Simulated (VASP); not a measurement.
# BeFe3Pb (P4mm) in VASP: single point with r2SCAN

Aim: the single point of BeFe3Pb with r2SCAN.

All numbers are computed with VASP 6.6.1; they aren't measurements. Logs are shortened: lines on timing, memory, paths and dates and some standing lists are left out, and cuts for length are marked.

**1. The cell of the first run**

The structure is tetragonal, space group P4mm (No. 99). The conventional cell has a = 3.940 Å, b = 3.940 Å, c = 4.817 Å, α = 90.00°, β = 90.00°, γ = 90.00°. Within 3.3 Å of Pb (site symmetry 4mm) lie 8 Fe at 2.47 to 2.96 Å. Be (site symmetry 4mm) has 5 Fe at 1.73 to 2.06 Å within 2.3 Å. Fe (site symmetry 4mm) has 1 Be at 1.73 Å within 2.3 Å. Within 2.7 Å of Fe (site symmetry 2mm) lie 2 Be at 2.06 Å and 2 Pb at 2.47 Å.

**2. Single point, r2SCAN**

File POSCAR:

```
BeFe3Pb
1.0
    3.9400130000      0.0000000000      0.0000000000
    0.0000000000      3.9400130000      0.0000000000
    0.0000000000      0.0000000000      4.8170470000
Pb Be Fe
1 1 3
Direct
    0.0000000000      0.0000000000      0.0000000000
    0.5000000000      0.5000000000      0.5677000000
    0.5000000000      0.5000000000      0.2087000000
    0.5000000000      0.0000000000      0.6919000000
    0.0000000000      0.5000000000      0.6919000000
```

File INCAR.step1:

```
SYSTEM = BeFe3Pb
ALGO     = Normal         ! electronic algorithm
EDIFF    = 1E-4           ! SCF threshold, eV
ENCUT    = 520            ! plane-wave cutoff, eV
GGA      = PE             ! functional
ISMEAR   = -1             ! smearing method
LASPH    = .True.         ! aspherical terms in the spheres
LCHARG   = .False.        ! write CHGCAR
LREAL    = .False.        ! projectors in reciprocal space
LWAVE    = .True.         ! write WAVECAR
NBANDS   = 28             ! bands
NELM     = 60             ! most SCF steps
PREC     = Accurate       ! precision mode
SIGMA    = 0.1            ! smearing width, eV
```

File INCAR.step2:

```
SYSTEM = BeFe3Pb
ALGO     = Normal         ! electronic algorithm
EDIFF    = 1E-6           ! SCF threshold, eV
ENCUT    = 520            ! plane-wave cutoff, eV
ISIF     = 2              ! what is computed and relaxed
ISMEAR   = -1             ! smearing method
ISTART   = 1            
LASPH    = .True.         ! aspherical terms in the spheres
LCHARG   = .False.        ! write CHGCAR
LMIXTAU  = .True.       
LREAL    = .False.        ! projectors in reciprocal space
LWAVE    = .False.        ! write WAVECAR
METAGGA  = R2SCAN         ! meta-GGA
NBANDS   = 28             ! bands
NELM     = 60             ! most SCF steps
PREC     = Accurate       ! precision mode
SIGMA    = 0.1            ! smearing width, eV
```

File KPOINTS:

```
k-points
0
Gamma
  9 9 7
  0 0 0
```

Potentials or basis: VASP PAW PBE potentials, release 64 (Pb_d, Be, Fe).

The run is started by

```bash
> cat potpaw_PBE.64/Pb_d/POTCAR potpaw_PBE.64/Be/POTCAR potpaw_PBE.64/Fe/POTCAR > POTCAR
> cp INCAR.step1 INCAR
> mpirun -np 1 vasp_std > vasp.out
> cp INCAR.step2 INCAR
> mpirun -np 1 vasp_std > vasp.out
```

OUTCAR:

```text
SYSTEM = BeFe3Pb
   EDIFF = 1E-6
   ENCUT = 520
   ISIF = 2
   ISMEAR = -1
   ISTART = 1
   LASPH = .True.
   LREAL = .False.
   METAGGA = R2SCAN
   NELM = 60
   PREC = Accurate

 ion  position               nearest neighbor table
   1  0.000  0.000  0.000-   4 2.47   5 2.47   5 2.47   4 2.47   3 2.96   3 2.96   3 2.96   3 2.96

   2  0.500  0.500  0.568-   3 1.73   4 2.06   5 2.06   4 2.06   5 2.06
   3  0.500  0.500  0.209-   2 1.73   1 2.96   1 2.96   1 2.96   1 2.96   4 3.05   5 3.05   5 3.05
                             4 3.05
   4  0.500  0.000  0.692-   2 2.06   2 2.06   1 2.47   1 2.47   5 2.79   5 2.79   5 2.79   5 2.79
                             3 3.05   3 3.05
   5  0.000  0.500  0.692-   2 2.06   2 2.06   1 2.47   1 2.47   4 2.79   4 2.79   4 2.79   4 2.79
                             3 3.05   3 3.05

  LATTYP: Found a simple tetragonal cell.
 ALAT       =     3.9400130000
 C/A-ratio  =     1.2225967275

  Lattice vectors:

 A1 = (   3.9400130000,   0.0000000000,   0.0000000000)
 A2 = (   0.0000000000,   3.9400130000,   0.0000000000)
 A3 = (   0.0000000000,   0.0000000000,   4.8170470000)

Analysis of symmetry for initial positions (statically):
=====================================================================
 Subroutine PRICEL returns:
 Original cell was already a primitive cell.

 Routine SETGRP: Setting up the symmetry group for a
 simple tetragonal supercell.

 Subroutine GETGRP returns: Found  8 space group operations
 (whereof  8 operations were pure point group operations)
 out of a pool of 16 trial point group operations.

The static configuration has the point symmetry C_4v.

Analysis of symmetry for dynamics (positions and initial velocities):
=====================================================================
 Subroutine PRICEL returns:
 Original cell was already a primitive cell.

 Routine SETGRP: Setting up the symmetry group for a
 simple tetragonal supercell.

 Subroutine GETGRP returns: Found  8 space group operations
 (whereof  8 operations were pure point group operations)
 out of a pool of 16 trial point group operations.

The dynamic configuration has the point symmetry C_4v.

 Subroutine INISYM returns: Found  8 space group operations
 (whereof  8 operations are pure point group operations),
 and found     1 'primitive' translations

----------------------------------------------------------------------------------------

                                     Primitive cell

  volume of cell :      74.7784

  direct lattice vectors                    reciprocal lattice vectors
     3.940013000  0.000000000  0.000000000     0.253806269  0.000000000  0.000000000
     0.000000000  3.940013000  0.000000000     0.000000000  0.253806269  0.000000000
     0.000000000  0.000000000  4.817047000     0.000000000  0.000000000  0.207596065

  length of vectors
     3.940013000  3.940013000  4.817047000     0.253806269  0.253806269  0.207596065

  position of ions in fractional coordinates (direct lattice)
     0.000000000  0.000000000  0.000000000
     0.500000000  0.500000000  0.567700000
     0.500000000  0.500000000  0.208700000
     0.500000000  0.000000000  0.691900000
     0.000000000  0.500000000  0.691900000

  ion indices of the primitive-cell ions
   primitive index   ion index
                 1           1
                 2           2
                 3           3
                 4           4
                 5           5

----------------------------------------------------------------------------------------

 KPOINTS: k-points

Automatic generation of k-mesh.
 Grid dimensions read from file:
 generate k-points for:    9    9    7

 Generating k-lattice:

  Cartesian coordinates                     Fractional coordinates (reciprocal lattice)
     0.028200697  0.000000000  0.000000000     0.111111111  0.000000000  0.000000000
     0.000000000  0.028200697  0.000000000     0.000000000  0.111111111  0.000000000
     0.000000000  0.000000000  0.029656581     0.000000000  0.000000000  0.142857143

  Length of vectors
     0.028200697  0.028200697  0.029656581

  Shift w.r.t. Gamma in fractional coordinates (k-lattice)
     0.000000000  0.000000000  0.000000000

 Subroutine IBZKPT returns following result:
 ===========================================

 Found     60 irreducible k-points:

 Following reciprocal coordinates:
            Coordinates               Weight
  0.000000  0.000000  0.000000      1.000000
  0.111111  0.000000  0.000000      4.000000
  0.222222  0.000000  0.000000      4.000000
  0.333333  0.000000  0.000000      4.000000
  0.444444  0.000000  0.000000      4.000000
  0.111111  0.111111  0.000000      4.000000
[... 16 lines left out ...]
  0.333333  0.111111  0.142857     16.000000
  0.444444  0.111111  0.142857     16.000000
 [... further k-points ...]
   k-points           NKPTS =     60   k-points in BZ     NKDIM =     60   number of bands    NBANDS=     28
   number of dos      NEDOS =    301   number of ions     NIONS =      5
   total plane-waves  NPLWV =  32400
   dimension x,y,z NGX =    30 NGY =   30 NGZ =   36
   dimension x,y,z NGXF=    60 NGYF=   60 NGZF=   72
   ions per type =               1   1   3
   NGX,Y,Z   is equivalent  to a cutoff of  12.66, 12.66, 12.42 a.u.
   NGXF,Y,Z  is equivalent  to a cutoff of  25.32, 25.32, 24.85 a.u.
 SYSTEM =  BeFe3Pb
   PREC   = accura    normal or accurate (medium, high low for compatibility)
   ISTART =      1    job   : 0-new  1-cont  2-samecut
   ICHARG =      0    charge: 1-file 2-atom 10-const
   ISPIN  =      1    spin polarized calculation?
   LNONCOLLINEAR =      F non collinear calculations
   LSORBIT =      F    spin-orbit coupling
   LASPH  =      T    aspherical Exc in radial PAW
   ENCUT  =  520.0 eV  38.22 Ry    6.18 a.u.   7.33  7.33  8.96*2*pi/ulx,y,z
   NELM   =     60;   NELMIN=  2; NELMDL=  0     # of ELM steps
   EDIFF  = 0.1E-05   stopping-criterion for ELM
   LREAL  =      F    real-space projection
   EDIFFG = 0.1E-04   stopping-criterion for IOM
   NSW    =      0    number of steps for IOM
   IBRION =     -1    ionic relax: 0-MD 1-quasi-New 2-CG
   NFREE  =      0    steps in history (QN), initial steepest desc. (CG)
   ISIF   =      2    stress and relaxation
   ISYM   =      2    0-nonsym 1-usesym 2-fastsym
   POTIM  = 0.5000    time-step for ionic-motion
   TEBEG  =    0.0;   TEEND  =   0.0 temperature during run
   PSTRESS=    0.0 pullay stress
   NELECT =      40.0000    total number of electrons
   NUPDOWN=      -1.0000    fix difference up-down
   EMIN   =  10.00;   EMAX   =-10.00  energy-range for DOS
   EFERMI =   0.00;   METHOD = LEGACY
   ISMEAR =    -1;   SIGMA  =   0.10  broadening in eV -4-tet -1-fermi 0-gaus
   EFERMI_NEDOS =   21; number of points for ismear=-14 and -15
   IALGO  =     38    algorithm
   IMIX   =      4    mixing-type and parameters
     AMIX     =   0.40;   BMIX     =  1.00
     AMIX_MAG =   1.60;   BMIX_MAG =  1.00
  volume/ion in A,a.u.               =      14.96       100.93
  Fermi-wavevector in a.u.,A,eV,Ry     =   1.328932  2.511317 24.028709  1.766060
  Thomas-Fermi vector in A             =   2.458132
   LORBIT       =      0    0 simple, 1 ext, 2 COOP (PROOUT), +10 PAW based schemes
   METAGGA = R2SCAN    functional components
   LHFCALC =     F    Hartree Fock is set to
   AEXX    =    0.0000 exact exchange contribution
   IVDW    =     0    specifies the selected vdW correction
   LEPSILON=     F    determine dielectric tensor
   LRPA    =     F    only Hartree local field effects (RPA)
 non-spin polarized calculation
  energy-cutoff  :      520.00
  volume of cell :       74.78
 maximum number of plane-waves:      2033
 NGX is ok and might be reduce to    30
   NGX = 15   NGY = 15   NGZ = 17

 number of electron      40.0000020 magnetization

 Free energy of the ion-electron system (eV)
  ---------------------------------------------------
  ext. energy  EPLUGINS =         0.00000000
  ---------------------------------------------------
  free energy    TOTEN  =       -95.04438689 eV

  energy without entropy =      -94.68174023  energy(sigma->0) =      -94.86306356

 E-fermi :   5.4180     XC(G=0): -12.2269

 val. band max:        5.4104239304   @ k =   0.4444   0.4444   0.1429
 cond. band min:       5.4211179120   @ k =   0.3333   0.1111   0.1429
 fundamental gap:      0.0106939817
 Fermi energy:         5.4180183925

 k-point     1 :       0.0000    0.0000    0.0000
  band No.  band energies     occupation
      1     -11.7942      2.00000
      2     -11.7337      2.00000
      3     -11.7337      2.00000
      4     -11.6998      2.00000
      5     -11.6181      2.00000
      6      -5.4596      2.00000
[... 20 lines left out ...]
     27      12.2931      0.00000
     28      12.2934      0.00000

 k-point     2 :       0.1111    0.0000    0.0000
  band No.  band energies     occupation
      1     -11.7854      2.00000
      2     -11.7385      2.00000
      3     -11.7340      2.00000
      4     -11.6934      2.00000
      5     -11.6218      2.00000
      6      -5.3531      2.00000
[... 20 lines left out ...]
     27      11.7695      0.00000
     28      12.2991      0.00000

 k-point     3 :       0.2222    0.0000    0.0000
  band No.  band energies     occupation
      1     -11.7660      2.00000
      2     -11.7495      2.00000
      3     -11.7348      2.00000
      4     -11.6755      2.00000
      5     -11.6312      2.00000
      6      -5.0490      2.00000
[... 20 lines left out ...]
     27      11.1155      0.00000
     28      12.0339      0.00000

 k-point     4 :       0.3333    0.0000    0.0000
  band No.  band energies     occupation
      1     -11.7611      2.00000
      2     -11.7492      2.00000
      3     -11.7356      2.00000
      4     -11.6506      2.00000
      5     -11.6419      2.00000
      6      -4.6133      2.00000
[... 578 lines left out ...]
     27      11.1384      0.00000
     28      11.7610      0.00000

 k-point    23 :       0.3333    0.1111    0.1429
  band No.  band energies     occupation
      1     -11.7621      2.00000
      2     -11.7414      2.00000
      3     -11.7343      2.00000
      4     -11.6479      2.00000
      5     -11.6454      2.00000
      6      -4.4635      2.00000
[... 20 lines left out ...]
     27      10.4415      0.00000
     28      11.2619      0.00000

 k-point    24 :       0.4444    0.1111    0.1429
  band No.  band energies     occupation
      1     -11.7695      2.00000
      2     -11.7409      2.00000
      3     -11.7265      2.00000
      4     -11.6548      2.00000
      5     -11.6277      2.00000
      6      -4.1040      2.00000
[... 20 lines left out ...]
     27       9.8486      0.00000
     28      10.4992      0.00000

 [... further k-points ...]
[... 5 lines left out ...]
  --------------------------------------------------------------------------------------
  -------------------------------------------------------------------------------------
  Total        0.2155033      0.2155033      1.6715401      0.0000000      0.0000000      0.0000000
  in kB        4.6173031      4.6173031     35.8138652      0.0000000      0.0000000      0.0000000
  external PRESSURE =      15.0161572 kB  Pullay stress =       0.0000000 kB

 VOLUME and BASIS-vectors are now :
 -----------------------------------------------------------------------------
  energy-cutoff  :      520.00
  volume of cell :       74.78
      direct lattice vectors                 reciprocal lattice vectors
     3.940013000  0.000000000  0.000000000     0.253806269  0.000000000  0.000000000
     0.000000000  3.940013000  0.000000000     0.000000000  0.253806269  0.000000000
     0.000000000  0.000000000  4.817047000     0.000000000  0.000000000  0.207596065

 POSITION                                       TOTAL-FORCE (eV/Angst)
 -----------------------------------------------------------------------------------
      0.00000      0.00000      0.00000         0.000000     -0.000000      3.686953
      1.97001      1.97001      2.73464         0.000000     -0.000000      4.134820
      1.97001      1.97001      1.00532         0.000000      0.000000     -4.365802
      1.97001      0.00000      3.33291         0.000000      0.000000     -1.727986
      0.00000      1.97001      3.33291         0.000000     -0.000000     -1.727986
 -----------------------------------------------------------------------------------
    total drift:                                0.000000      0.000000     -0.000818

  FREE ENERGIE OF THE ION-ELECTRON SYSTEM (eV)
  ---------------------------------------------------
  free  energy   TOTEN  =       -95.0443868853 eV

  energy  without entropy=      -94.6817402275  energy(sigma->0) =      -94.86306356
```

Run time: 6 min. Hardware: 1 thread of Intel Xeon Platinum 8488C (Sapphire Rapids), shared host; peak memory 0.27 GiB.

What came out:

```
Free energy            : -95.0444 eV
Pressure               : 1.5 GPa
Largest force          : 4.366 eV/Å
Band gap on the k mesh : zero (band 20 reaches 5.75 eV, above the bottom of band 21 at 5.24 eV)
```

Forces in eV/Å, atoms in the order of the input:
```
Pb   0.000  0.000  3.687
Be   0.000  0.000  4.135
Fe   0.000  0.000 -4.366
Fe   0.000  0.000 -1.728
Fe   0.000  0.000 -1.728
```

Stress tensor (GPa, compression positive):
```
0.46 0.00 0.00
0.00 0.46 0.00
0.00 0.00 3.58
```

Levels at points of the mesh, in eV from the Fermi level:
```tsv
k point	band 17	band 18	band 19	band 20	band 21	band 22	band 23	band 24
(0.00, 0.00, 0.00)	-0.28	0.04	0.33	0.33	0.38	0.52	0.52	1.04
```

Caveat: the PAW data sets were made with another functional, which shifts forces and pressure a little; spin-orbit coupling is left out, which moves the levels of the heavy elements. Spin polarisation is off, so any magnetic state and its effect on volume and gap are missing.
